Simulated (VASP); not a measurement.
Wanted: the native input for a VASP 6.6.1 run.

```
Task                   : single point
Functional             : LDA
Potentials or basis    : VASP PAW LDA potentials, release 64 (Ga_d, N)
Cutoff                 : 520 eV
k mesh                 : 12 × 12 × 6
Occupations            : gaussian, width 0.05 eV
Spin                   : no spin polarisation
Dipole correction      : no
Further INCAR settings : ALGO = Normal; EDIFF = 1e-06; NBANDS = 26
```

The structure of GaN lies in POSCAR:

```
GaN
1.0
    3.1799996605      0.0000000000      0.0000000000
   -1.5899998303      2.7539604900      0.0000000000
    0.0000000000      0.0000000000      5.1660000000
Ga N
2 2
Direct
    0.3333333333      0.6666666667      0.0000000000
    0.6666666667      0.3333333333      0.5000000000
    0.3333333333      0.6666666667      0.3750000000
    0.6666666667      0.3333333333      0.8750000000
```

The input as run:

INCAR

```
SYSTEM = GaN
  PREC = Accurate
  ENCUT = 520
  EDIFF = 1E-6
  ISMEAR = 0
  SIGMA = 0.05
  LREAL = .FALSE.
  LASPH = .TRUE.
  NELM = 60
  ALGO = Normal
  ISIF = 2
  LWAVE = .FALSE.
  LCHARG = .FALSE.
  NBANDS = 26
```

KPOINTS

```
regular mesh
0
G
  12 12 6
  0 0 0
```

Potentials or basis: VASP PAW LDA potentials, release 64 (Ga_d, N).

Run with:

```console
$ cat potpaw_LDA.64/Ga_d/POTCAR potpaw_LDA.64/N/POTCAR > POTCAR
$ mpirun -np 1 vasp_std > vasp.out
```

It gave:

| Item | Value |
| --- | --- |
| Pressure | -3.4 GPa |
| Largest force | 0.128 eV/Å |
| Band gap on the k mesh | 1.99 eV |

Caveat: the cell stands under tension.

Run time: 83 s on 1 thread of Intel Xeon 8259CL (shared host), peak memory 0.19 GiB.
